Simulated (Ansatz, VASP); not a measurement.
## One calculation of BAs, two programs

Contents of INCAR:

```
SYSTEM = BAs
PREC     = Accurate       ! precision mode
ENCUT    = 500            ! plane-wave cutoff, eV
EDIFF    = 1E-7           ! SCF threshold, eV
ISMEAR   = 0              ! smearing method
SIGMA    = 0.2            ! smearing width, eV
LREAL    = .FALSE.        ! projectors in reciprocal space
LASPH    = .TRUE.         ! aspherical terms in the spheres
NELM     = 120            ! most SCF steps
ALGO     = Normal         ! electronic algorithm
ISIF     = 3              ! what is computed and relaxed
LWAVE    = .FALSE.        ! write WAVECAR
LCHARG   = .FALSE.        ! write CHGCAR
GGA      = PE             ! functional
IBRION   = 2              ! ionic algorithm
NSW      = 36             ! ionic steps
EDIFFG   = -0.08          ! ionic threshold
GGA_COMPAT= .FALSE.      
NELMIN   = 4
```

Contents of KPOINTS:

```
regular mesh
0
G
  8 8 4
  0 0 0
```

The input POSCAR:

```
BAs
1.0
    2.8151049300      0.0000000000      0.0000000000
   -1.4075524700      2.4379523900      0.0000000000
    0.0000000000      0.0000000000      5.1011914900
B As
1 1
Direct
    0.0000000000      0.0000000000      0.0000000000
    0.0000000000      0.0000000000      0.5000000000
```

Input for Ansatz:

```yaml
crystal:
  lattice:
    - [2.81510493, 0.0, 0.0]
    - [-1.40755247, 2.43795239, 0.0]
    - [0.0, 0.0, 5.10119149]
  atoms:
    - { symbol: B, position: [0.0, 0.0, 0.0] }
    - { symbol: As, position: [0.0, 0.0, 0.5] }
basis:
  ecutwfc: 420
kpoints:
  mp_grid: { grid: [8, 8, 4] }
hamiltonian:
  xc: pbe
scf:
  occupations: { method: gaussian, width: 0.2 }
  lower_state_search: "off"
output:
  forces: true
  stress: true
  eigenvalues: true
relax:
  adjacent_minimum: "off"
  f_tol: 0.08
  max_steps: 16
  cell: { stress_tol: 0.8 }
```

Alike in both runs: task relaxation of cell and atoms; functional PBE; k mesh 8 × 8 × 4; occupations gaussian, width 0.2 eV; no spin polarisation.

```csv
,VASP,Ansatz
version,VASP 6.6.1,Ansatz 0.2.0
potentials or method,"VASP PAW PBE potentials, release 64 (B, As), cutoff 500 eV","scalar-relativistic, plane waves, PAW"
valence electrons in the cell,8,18
```

```tsv
	VASP	Ansatz	Ansatz less VASP
gap on the k mesh at the Fermi level, each at its own relaxed structure (eV)	none	none	-
relaxed volume (Å³/atom)	13.38	13.34	-0.045
relaxed cell length with the largest relative difference (Å)	4.301	4.286	-0.0143
```

A gap of «none» marks a metal or a gap that the smearing closes. VASP's potentials hold 8 valence electrons a cell and Ansatz's 18, so a difference there can come from the potentials and not from the codes.

Noted on VASP's run: the volume moved by over 15 % at a fixed basis, so the end points are rough.
